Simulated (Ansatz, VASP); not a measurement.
## BaTiO3 in VASP and in Ansatz

```
CELL_PARAMETERS angstrom
3.86458 0.00000 0.00000
0.00000 2.75194 2.84580
0.00000 -2.75194 2.84580
ATOMIC_POSITIONS crystal
Ba 0.00000 0.00000 0.00000
Ti 0.50000 0.50790 0.50790
O 0.00000 0.49210 0.49210
O 0.50000 0.50251 0.99371
O 0.50000 0.99371 0.50251
```

Change from the starting cell: equal xx and yy strain of -3 %, crystal datasets.

Alike in both runs: task electric field gradients; functional PBEsol; k mesh 8 × 8 × 8; occupations fermi-dirac, width 0.05 eV; no spin polarisation.

|  | VASP | Ansatz |
| --- | --- | --- |
| version | VASP 6.6.1 | Ansatz 0.2.0 |
| potentials or method | VASP PAW PBE potentials, release 64 (Ba_sv, Ti_sv, O), cutoff 520 eV | all-electron PAW with datasets made for the crystal, scalar-relativistic |

```tsv
	VASP	Ansatz	Ansatz less VASP
pressure (GPa)	9.3	7.0	-2.27
traceless stress, the component that is largest in VASP (GPa)	-6.24	-6.06	+0.180
rms of the force components (eV/Å)	0.069	0.069	-0.0004
size of Vzz on the site where it differs most (V/Å²)	21.8	20.4	-1.37
```

VASP's potentials were made for PBE, not for PBEsol. Atom by atom the forces differ by 0.010 eV/Å (rms over components). Ansatz ran all-electron here, and VASP with PAW potentials.

Spin-orbit coupling is off throughout.
